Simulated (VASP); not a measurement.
Here is a VASP 6.6.1 calculation.

Contents of INCAR:

```
ALGO = Normal
EDIFF = 1E-6
ENCUT = 520
ISIF = 2
ISMEAR = 0
LASPH = T
LCHARG = F
LREAL = F
LWAVE = F
NBANDS = 11
NELM = 60
PREC = Accurate
SIGMA = 0.05
```

Contents of KPOINTS:

```
k-points
0
Gamma
  8 8 8
```

Contents of POSCAR:

```
NaH
1.0
    0.0000000000      2.4400000000      2.4400000000
    2.4400000000      0.0000000000      2.4400000000
    2.4400000000      2.4400000000      0.0000000000
Na H
1 1
Direct
    0.0537909836     -0.0537909836      0.0537909836
    0.5000000000      0.5000000000      0.5000000000
```

Potentials or basis: VASP PAW LDA potentials, release 64 (Na_pv, H).

Command:

```sh
$ cat potpaw_LDA.64/Na_pv/POTCAR potpaw_LDA.64/H/POTCAR > POTCAR
$ mpirun -np 1 vasp_std > vasp.out
```

(1) Estimate the largest force.

(2) What does it give for the pressure?

(3) Estimate the band gap on the k mesh.

## Answers

(1) 0.239 eV/Å.

(2) -2.1 GPa.

(3) 3.35 eV, indirect (least direct gap 4.26 eV).

Caveat: the cell differs from its parent crystal (all Na atoms moved +0.263 Å, as atom 1 along Cartesian [0 1 0]).
